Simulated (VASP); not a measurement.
AlSn: single point with HSE06

AlSn:

```
CELL_PARAMETERS angstrom
4.28044 0.00000 0.00000
-2.14022 3.70697 0.00000
0.00000 0.00000 3.37170
ATOMIC_POSITIONS crystal
Sn 0.33333 0.66667 0.50000
Al 0.00000 0.00000 0.00000
```

- Program: VASP 6.6.1
- Task: single point
- Functional: HSE06
- Potentials or basis: VASP PAW PBE potentials, release 64 (Sn_d, Al)
- Cutoff: 520 eV
- k mesh: 4 × 4 × 6
- Occupations: fermi-dirac, width 0.05 eV
- Spin: no spin polarisation
- Dipole correction: no
- Grid for exact exchange (PRECFOCK): Normal
- Further INCAR settings: ALGO = Normal; EDIFF = 1e-07; NBANDS = 16
- Share of exact exchange: 0.25
- Screening parameter: 0.2079 1/Å

```yaml
Pressure: -3.6 GPa
Band_gap_on_the_k_mesh: zero (an odd number of electrons rules out a gap without spin polarisation)
```

Stress tensor (GPa, compression positive):
```
-3.54  0.00  0.00
 0.00 -3.54  0.00
 0.00  0.00 -3.71
```

Levels at points of the mesh, in eV from the Fermi level:
```csv
k point,band 6,band 7,band 8,band 9,band 10,band 11
"(0.00, 0.00, 0.00)",-11.54,-0.47,-0.47,0.51,2.69,3.36
"(0.50, 0.00, 0.00)",-9.58,-7.10,-2.18,0.67,4.62,6.75
"(0.00, 0.00, 0.50)",-8.27,-6.98,2.77,2.77,3.74,3.74
"(0.50, 0.00, 0.50)",-6.46,-4.76,-3.53,-2.77,1.18,2.45
```

It took 29 min on 1 thread of AMD EPYC 7R43 64-Core Processor (Zen 3), with other jobs on the host, peak memory 0.25 GiB.

Caveat: the k points lie up to 0.42 Å⁻¹ apart, too coarse for converged energies and pressures of a metal; the PAW data sets were made with another functional, which shifts forces and pressure a little; spin-orbit coupling is left out, which moves the levels of the heavy elements.
